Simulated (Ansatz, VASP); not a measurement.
**CdTe2 in VASP and in Ansatz**

```
Cd Te
1.0
    -3.27738    3.27738    3.88556
     3.27738   -3.27738    3.88556
     3.27738    3.27738   -3.88556
Cd Te
2 4
Direct
  0.75000 0.75000 0.00000
  0.25000 0.25000 0.00000
  0.34920 0.84920 0.19840
  0.84920 0.65080 0.50000
  0.65080 0.15080 0.80160
  0.15080 0.34920 0.50000
```

Alike in both runs: task electric field gradients; functional PBEsol; k mesh 8 × 8 × 8; occupations fermi-dirac, width 0.15 eV; no spin polarisation.

|  | VASP | Ansatz |
| --- | --- | --- |
| version | VASP 6.6.1 | Ansatz 0.2.0 |
| potentials or method | VASP PAW PBE potentials, release 64 (Cd, Te), cutoff 520 eV | scalar-relativistic, plane waves, PAW |
| valence electrons in the cell | 48 | 104 |

Ansatz gave:

* gap on the k mesh at the Fermi level (eV): none
* pressure (GPa): 0.0
* rms of the force components (eV/Å): 0.000
* size of Vzz on the site where it differs most (V/Å²): 458.5

Estimate VASP's values.

gap on the k mesh at the Fermi level (eV): none; pressure (GPa): 0.2; rms of the force components (eV/Å): 0.005; size of Vzz on the site where it differs most (V/Å²): 434.1.

VASP's potentials were made for PBE, not for PBEsol. Atom by atom the forces differ by 0.005 eV/Å (rms over components). A gap of «none» marks a metal or a gap that the smearing closes. The functional is the same, so the differences come from potentials, cutoffs and numerics. VASP's potentials hold 48 valence electrons a cell and Ansatz's 104, so a difference there can come from the potentials and not from the codes.

Spin-orbit coupling is off throughout.
